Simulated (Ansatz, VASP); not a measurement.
## One calculation of TaN, two programs

```
CELL_PARAMETERS angstrom
2.98900 0.00000 0.00000
-1.49450 2.58855 0.00000
0.00000 0.00000 4.94000
ATOMIC_POSITIONS crystal
Ta 0.33333 0.66667 0.00000
Ta 0.66667 0.33333 0.50000
N 0.33333 0.66667 0.38500
N 0.66667 0.33333 0.88500
```

Change from the starting cell: equal xx and yy strain of -2 %, PAW files.

Alike in both runs: task electric field gradients; functional LDA; k mesh 9 × 9 × 5; occupations fermi-dirac, width 0.03 eV; no spin polarisation.

|  | VASP | Ansatz |
| --- | --- | --- |
| version | VASP 6.6.1 | Ansatz 0.2.0 |
| potentials or method | VASP PAW LDA potentials, release 64 (Ta_pv, N) | PAW with Ansatz's default frozen-core files, scalar-relativistic |
| plane-wave cutoff (eV) | 520 | 420 |
| valence electrons in the cell | 32 | 36 |

```tsv
	VASP	Ansatz	Ansatz less VASP
pressure (GPa)	154.6	149.6	-4.97
traceless stress, the component that is largest in VASP (GPa)	-28.34	-27.58	+0.768
rms of the force components (eV/Å)	2.026	2.007	-0.0182
size of Vzz on the site where it differs most (V/Å²)	156.9	158.1	+1.15
```

LDA's correlation is that of Perdew and Zunger in VASP and of Perdew and Wang (1992) in Ansatz. Atom by atom the forces differ by 0.018 eV/Å (rms over components). Both programs put the cell under a high pressure, so it lies far from rest at this level. VASP's potentials hold 32 valence electrons a cell and Ansatz's 36, so a difference there can come from the potentials and not from the codes.

Spin-orbit coupling is off throughout. Noted on VASP's run: the cell as given lies far from equilibrium.
